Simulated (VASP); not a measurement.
V, 1 atom in the cell. The structure is cubic, space group Pm-3m (No. 221). The conventional cell has a = 2.465 Å, b = 2.465 Å, c = 2.465 Å, α = 90.00°, β = 90.00°, γ = 90.00°. Within 3.3 Å of V (site symmetry m-3m) lie 6 V at 2.47 Å. This isn't the form of V at room conditions, which is bcc.

```yaml
Program: VASP 6.6.1
Task: single point
Functional: PBE
Potentials_or_basis: VASP PAW PBE potentials, release 64 (V_sv)
Cutoff: 520 eV
k_mesh: 22 × 22 × 22
Occupations: fermi-dirac, width 0.0612256 eV
Spin: no spin polarisation
Dipole_correction: no
Further_INCAR_settings: ALGO = Normal; EDIFF = 1e-07; NBANDS = 12
```

Potentials or basis: VASP PAW PBE potentials, release 64 (V_sv).

The run is started by

```console
$ cat potpaw_PBE.64/V_sv/POTCAR > POTCAR
$ mpirun -np 1 vasp_std > vasp.out
```

Hardware: 1 thread of Intel Xeon 8259CL (shared host).

Q: How long does it take, and how much memory?

A: Wall time 39 s on 1 thread of Intel Xeon 8259CL, on a shared host, peak memory 0.17 GiB. Counts: scf iterations 12, k points 364.
